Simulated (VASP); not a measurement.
# CdSe in VASP: further runs

CdSe is run at these levels: PBE; tasks: single point.

Program: VASP 6.6.1. These are calculated values, not measurements. Logs are shortened: lines on timing, memory, paths and dates and some standing lists are left out, and cuts for length are marked.

## (1) The cell of the first run

Symmetry: F-43m, No. 216, cubic system. The conventional cell has a = 6.141 Å, b = 6.141 Å, c = 6.141 Å, α = 90.00°, β = 90.00°, γ = 90.00°. Cd (site symmetry -43m) has 4 Se at 2.66 Å within 3.5 Å. Within 3.5 Å of Se (site symmetry -43m) lie 4 Cd at 2.66 Å.

## (2) Single point, PBE

INCAR reads:

```
PREC = Accurate
ENCUT = 520
EDIFF = 1E-6
ISMEAR = 0
SIGMA = 0.01
LREAL = False
LASPH = True
NELM = 60
ALGO = Normal
ISIF = 2
LWAVE = False
LCHARG = False
GGA = PE
NBANDS = 16
```

KPOINTS reads:

```
Automatic mesh
0
Gamma
  6 6 6
```

POSCAR reads:

```
CdSe
1.0
    0.0000000000      3.0702710000      3.0702710000
    3.0702710000      0.0000000000      3.0702710000
    3.0702710000      3.0702710000      0.0000000000
Cd Se
1 1
Direct
    0.0000000000      0.0000000000      0.0000000000
    0.7500000000      0.7500000000      0.7500000000
```

Potentials or basis: VASP PAW PBE potentials, release 64 (Cd, Se).

Run with:

```
> cat potpaw_PBE.64/Cd/POTCAR potpaw_PBE.64/Se/POTCAR > POTCAR
> mpirun -np 1 vasp_std > vasp.out
```

OUTCAR:

```text
PREC = Accurate
   ENCUT = 520
   EDIFF = 1E-6
   ISMEAR = 0
   LREAL = False
   LASPH = True
   NELM = 60
   ISIF = 2
   GGA = PE

 ion  position               nearest neighbor table
   1  0.000  0.000  0.000-   2 2.66   2 2.66   2 2.66   2 2.66
   2  0.750  0.750  0.750-   1 2.66   1 2.66   1 2.66   1 2.66

  LATTYP: Found a face centered cubic cell.
 ALAT       =     6.1405420000

  Lattice vectors:

 A1 = (   0.0000000000,   3.0702710000,   3.0702710000)
 A2 = (   3.0702710000,   0.0000000000,   3.0702710000)
 A3 = (   3.0702710000,   3.0702710000,   0.0000000000)

Analysis of symmetry for initial positions (statically):
=====================================================================
 Subroutine PRICEL returns:
 Original cell was already a primitive cell.

 Routine SETGRP: Setting up the symmetry group for a
 face centered cubic supercell.

 Subroutine GETGRP returns: Found 24 space group operations
 (whereof 24 operations were pure point group operations)
 out of a pool of 48 trial point group operations.

The static configuration has the point symmetry T_d .

Analysis of symmetry for dynamics (positions and initial velocities):
=====================================================================
 Subroutine PRICEL returns:
 Original cell was already a primitive cell.

 Routine SETGRP: Setting up the symmetry group for a
 face centered cubic supercell.

 Subroutine GETGRP returns: Found 24 space group operations
 (whereof 24 operations were pure point group operations)
 out of a pool of 48 trial point group operations.

The dynamic configuration has the point symmetry T_d .

 Subroutine INISYM returns: Found 24 space group operations
 (whereof 24 operations are pure point group operations),
 and found     1 'primitive' translations

----------------------------------------------------------------------------------------

                                     Primitive cell

  volume of cell :      57.8842

  direct lattice vectors                    reciprocal lattice vectors
     0.000000000  3.070271000  3.070271000    -0.162852074  0.162852074  0.162852074
     3.070271000  0.000000000  3.070271000     0.162852074 -0.162852074  0.162852074
     3.070271000  3.070271000  0.000000000     0.162852074  0.162852074 -0.162852074

  length of vectors
     4.342018888  4.342018888  4.342018888     0.282068066  0.282068066  0.282068066

  position of ions in fractional coordinates (direct lattice)
     0.000000000  0.000000000  0.000000000
     0.750000000  0.750000000  0.750000000

  ion indices of the primitive-cell ions
   primitive index   ion index
                 1           1
                 2           2

----------------------------------------------------------------------------------------

 KPOINTS: Automatic mesh

Automatic generation of k-mesh.
 Grid dimensions read from file:
 generate k-points for:    6    6    6

 Generating k-lattice:

  Cartesian coordinates                     Fractional coordinates (reciprocal lattice)
    -0.027142012  0.027142012  0.027142012     0.166666667  0.000000000  0.000000000
     0.027142012 -0.027142012  0.027142012     0.000000000  0.166666667  0.000000000
     0.027142012  0.027142012 -0.027142012     0.000000000  0.000000000  0.166666667

  Length of vectors
     0.047011344  0.047011344  0.047011344

  Shift w.r.t. Gamma in fractional coordinates (k-lattice)
     0.000000000  0.000000000  0.000000000

 Subroutine IBZKPT returns following result:
 ===========================================

 Found     16 irreducible k-points:

 Following reciprocal coordinates:
            Coordinates               Weight
  0.000000  0.000000  0.000000      1.000000
  0.166667  0.000000  0.000000      8.000000
  0.333333  0.000000  0.000000      8.000000
  0.500000  0.000000  0.000000      4.000000
  0.166667  0.166667  0.000000      6.000000
  0.333333  0.166667  0.000000     24.000000
[... 8 lines left out ...]
 -0.333333  0.333333  0.166667     24.000000
 -0.333333  0.500000  0.166667     12.000000
   k-points           NKPTS =     16   k-points in BZ     NKDIM =     16   number of bands    NBANDS=     16
   number of dos      NEDOS =    301   number of ions     NIONS =      2
   total plane-waves  NPLWV =  32768
   dimension x,y,z NGX =    32 NGY =   32 NGZ =   32
   dimension x,y,z NGXF=    64 NGYF=   64 NGZF=   64
   ions per type =               1   1
   NGX,Y,Z   is equivalent  to a cutoff of  12.25, 12.25, 12.25 a.u.
   NGXF,Y,Z  is equivalent  to a cutoff of  24.50, 24.50, 24.50 a.u.
 SYSTEM =  unknown system
   PREC   = accura    normal or accurate (medium, high low for compatibility)
   ISTART =      0    job   : 0-new  1-cont  2-samecut
   ICHARG =      2    charge: 1-file 2-atom 10-const
   ISPIN  =      1    spin polarized calculation?
   LNONCOLLINEAR =      F non collinear calculations
   LSORBIT =      F    spin-orbit coupling
   LASPH  =      T    aspherical Exc in radial PAW
   ENCUT  =  520.0 eV  38.22 Ry    6.18 a.u.   8.07  8.07  8.07*2*pi/ulx,y,z
   NELM   =     60;   NELMIN=  2; NELMDL= -5     # of ELM steps
   EDIFF  = 0.1E-05   stopping-criterion for ELM
   LREAL  =      F    real-space projection
   EDIFFG = 0.1E-04   stopping-criterion for IOM
   NSW    =      0    number of steps for IOM
   IBRION =     -1    ionic relax: 0-MD 1-quasi-New 2-CG
   NFREE  =      0    steps in history (QN), initial steepest desc. (CG)
   ISIF   =      2    stress and relaxation
   ISYM   =      2    0-nonsym 1-usesym 2-fastsym
   POTIM  = 0.5000    time-step for ionic-motion
   TEBEG  =    0.0;   TEEND  =   0.0 temperature during run
   PSTRESS=    0.0 pullay stress
   NELECT =      18.0000    total number of electrons
   NUPDOWN=      -1.0000    fix difference up-down
   EMIN   =  10.00;   EMAX   =-10.00  energy-range for DOS
   EFERMI =   0.00;   METHOD = LEGACY
   ISMEAR =     0;   SIGMA  =   0.01  broadening in eV -4-tet -1-fermi 0-gaus
   EFERMI_NEDOS =   21; number of points for ismear=-14 and -15
   IALGO  =     38    algorithm
   IMIX   =      4    mixing-type and parameters
     AMIX     =   0.40;   BMIX     =  1.00
     AMIX_MAG =   1.60;   BMIX_MAG =  1.00
  volume/ion in A,a.u.               =      28.94       195.31
  Fermi-wavevector in a.u.,A,eV,Ry     =   1.109121  2.095935 16.737201  1.230150
  Thomas-Fermi vector in A             =   2.245657
   LORBIT       =      0    0 simple, 1 ext, 2 COOP (PROOUT), +10 PAW based schemes
   GGA     = PE    functional components
   LHFCALC =     F    Hartree Fock is set to
   AEXX    =    0.0000 exact exchange contribution
   IVDW    =     0    specifies the selected vdW correction
   LEPSILON=     F    determine dielectric tensor
   LRPA    =     F    only Hartree local field effects (RPA)
 non-spin polarized calculation
 Gauss-broadening in eV      SIGMA  =   0.01
  energy-cutoff  :      520.00
  volume of cell :       57.88
 maximum number of plane-waves:      1588
   NGX = 17   NGY = 17   NGZ = 17

 number of electron      18.0000008 magnetization

 Free energy of the ion-electron system (eV)
  ---------------------------------------------------
  ext. energy  EPLUGINS =         0.00000000
  ---------------------------------------------------
  free energy    TOTEN  =        -5.48654647 eV

  energy without entropy =       -5.48654647  energy(sigma->0) =       -5.48654647

 E-fermi :   0.7707     XC(G=0):  -8.7551

 val. band max:        0.7221600525   @ k =   0.0000   0.0000   0.0000
 cond. band min:       1.2697573337   @ k =   0.0000   0.0000   0.0000
 fundamental gap:      0.5475972812
 Fermi energy:         0.7707367777

 k-point     1 :       0.0000    0.0000    0.0000
  band No.  band energies     occupation
      1     -11.7143      2.00000
      2      -7.1235      2.00000
      3      -7.1235      2.00000
      4      -7.1235      2.00000
      5      -6.7794      2.00000
      6      -6.7794      2.00000
[... 8 lines left out ...]
     15      11.7547      0.00000
     16      11.7547      0.00000

 k-point     2 :       0.1667    0.0000    0.0000
  band No.  band energies     occupation
      1     -11.6285      2.00000
      2      -7.0969      2.00000
      3      -7.0969      2.00000
      4      -7.0386      2.00000
      5      -6.7801      2.00000
      6      -6.7801      2.00000
[... 8 lines left out ...]
     15      10.8139      0.00000
     16      11.1771      0.00000

 k-point     3 :       0.3333    0.0000    0.0000
  band No.  band energies     occupation
      1     -11.4542      2.00000
      2      -7.0526      2.00000
      3      -7.0526      2.00000
      4      -6.7701      2.00000
      5      -6.7701      2.00000
      6      -6.7566      2.00000
[... 8 lines left out ...]
     15      11.2276      0.00000
     16      11.2276      0.00000

 k-point     4 :       0.5000    0.0000    0.0000
  band No.  band energies     occupation
      1     -11.3664      2.00000
      2      -7.0366      2.00000
      3      -7.0366      2.00000
      4      -6.7576      2.00000
      5      -6.7576      2.00000
      6      -6.5051      2.00000
[... 8 lines left out ...]
     15      12.7716      0.00000
     16      12.7716      0.00000

 k-point     5 :       0.1667    0.1667    0.0000
  band No.  band energies     occupation
      1     -11.6001      2.00000
      2      -7.0694      2.00000
      3      -7.0694      2.00000
      4      -7.0492      2.00000
      5      -6.7947      2.00000
      6      -6.7659      2.00000
[... 8 lines left out ...]
     15      11.9918      0.00000
     16      12.2968      0.00000

 k-point     6 :       0.3333    0.1667    0.0000
  band No.  band energies     occupation
      1     -11.4559      2.00000
      2      -7.0377      2.00000
      3      -7.0176      2.00000
      4      -6.8788      2.00000
      5      -6.7541      2.00000
      6      -6.7530      2.00000
[... 8 lines left out ...]
     15      12.1541      0.00000
     16      12.4702      0.00000

 k-point     7 :       0.5000    0.1667    0.0000
  band No.  band energies     occupation
      1     -11.3399      2.00000
      2      -7.0184      2.00000
      3      -6.9970      2.00000
      4      -6.7989      2.00000
      5      -6.7535      2.00000
      6      -6.4880      2.00000
[... 8 lines left out ...]
     15      12.4920      0.00000
     16      12.8735      0.00000

 k-point     8 :      -0.3333    0.1667    0.0000
  band No.  band energies     occupation
      1     -11.3687      2.00000
      2      -7.0192      2.00000
      3      -7.0160      2.00000
      4      -6.7801      2.00000
      5      -6.7794      2.00000
      6      -6.5652      2.00000
[... 8 lines left out ...]
     15      11.6556      0.00000
     16      12.7696      0.00000

 k-point     9 :      -0.1667    0.1667    0.0000
  band No.  band energies     occupation
      1     -11.5133      2.00000
      2      -7.0659      2.00000
      3      -7.0475      2.00000
      4      -6.9060      2.00000
      5      -6.7922      2.00000
      6      -6.7558      2.00000
[... 8 lines left out ...]
     15      11.2966      0.00000
     16      12.6260      0.00000

 k-point    10 :       0.3333    0.3333    0.0000
  band No.  band energies     occupation
      1     -11.3707      2.00000
      2      -6.9498      2.00000
      3      -6.9498      2.00000
      4      -6.9316      2.00000
      5      -6.7390      2.00000
      6      -6.6798      2.00000
[... 8 lines left out ...]
     15      12.6158      0.00000
     16      14.7091      0.00000

 k-point    11 :       0.5000    0.3333    0.0000
  band No.  band energies     occupation
      1     -11.2852      2.00000
      2      -6.9634      2.00000
      3      -6.9189      2.00000
      4      -6.8700      2.00000
      5      -6.7390      2.00000
      6      -6.4582      2.00000
[... 8 lines left out ...]
     15      13.1504      0.00000
     16      13.7619      0.00000

 k-point    12 :      -0.3333    0.3333    0.0000
  band No.  band energies     occupation
      1     -11.2850      2.00000
      2      -6.9880      2.00000
      3      -6.9475      2.00000
      4      -6.8132      2.00000
      5      -6.7663      2.00000
      6      -6.3814      2.00000
[... 8 lines left out ...]
     15      11.4694      0.00000
     16      14.6891      0.00000

 k-point    13 :       0.5000    0.5000    0.0000
  band No.  band energies     occupation
      1     -11.2568      2.00000
      2      -6.9423      2.00000
      3      -6.8833      2.00000
      4      -6.8833      2.00000
      5      -6.7255      2.00000
      6      -6.4438      2.00000
[... 8 lines left out ...]
     15      13.0752      0.00000
     16      13.9847      0.00000

 k-point    14 :       0.5000    0.3333    0.1667
  band No.  band energies     occupation
      1     -11.3416      2.00000
      2      -6.9885      2.00000
      3      -6.9803      2.00000
      4      -6.8398      2.00000
      5      -6.7548      2.00000
      6      -6.5529      2.00000
[... 8 lines left out ...]
     15      12.7356      0.00000
     16      13.6888      0.00000

 k-point    15 :      -0.3333    0.3333    0.1667
  band No.  band energies     occupation
      1     -11.2850      2.00000
      2      -6.9817      2.00000
      3      -6.9565      2.00000
      4      -6.8078      2.00000
      5      -6.7687      2.00000
      6      -6.3809      2.00000
[... 8 lines left out ...]
     15      12.5239      0.00000
     16      13.6062      0.00000

 k-point    16 :      -0.3333    0.5000    0.1667
  band No.  band energies     occupation
      1     -11.2574      2.00000
      2      -6.9486      2.00000
      3      -6.9333      2.00000
      4      -6.8367      2.00000
      5      -6.7535      2.00000
      6      -6.3572      2.00000
[... 8 lines left out ...]
     15      13.4472      0.00000
     16      13.5581      0.00000

------------------------ aborting loop because EDIFF is reached ----------------------------------------

  FORCE on cell =-STRESS in cart. coord.  units (eV):
  Direction    XX          YY          ZZ          XY          YZ          ZX
  --------------------------------------------------------------------------------------
  -------------------------------------------------------------------------------------
  Total        0.5710950      0.5710950      0.5710950      0.0000000      0.0000000      0.0000000
  in kB       15.8073393     15.8073393     15.8073393      0.0000000      0.0000000      0.0000000
  external PRESSURE =      15.8073393 kB  Pullay stress =       0.0000000 kB

 VOLUME and BASIS-vectors are now :
 -----------------------------------------------------------------------------
  energy-cutoff  :      520.00
  volume of cell :       57.88
      direct lattice vectors                 reciprocal lattice vectors
     0.000000000  3.070271000  3.070271000    -0.162852074  0.162852074  0.162852074
     3.070271000  0.000000000  3.070271000     0.162852074 -0.162852074  0.162852074
     3.070271000  3.070271000  0.000000000     0.162852074  0.162852074 -0.162852074

 POSITION                                       TOTAL-FORCE (eV/Angst)
 -----------------------------------------------------------------------------------
      0.00000      0.00000      0.00000         0.000000     -0.000000     -0.000000
      4.60541      4.60541      4.60541        -0.000000      0.000000      0.000000
 -----------------------------------------------------------------------------------
    total drift:                                0.000001      0.000001      0.000000

  FREE ENERGIE OF THE ION-ELECTRON SYSTEM (eV)
  ---------------------------------------------------
  free  energy   TOTEN  =        -5.4865464717 eV

  energy  without entropy=       -5.4865464717  energy(sigma->0) =       -5.48654647
```

It took 23 s on 1 thread of AMD EPYC 7R13, shared host; peak memory 0.15 GiB.

What came out:

```yaml
Free_energy: -5.4865 eV
Pressure: 1.6 GPa
Band_gap_on_the_k_mesh: 0.55 eV, direct
```

(Continued in part 2 of 2.)
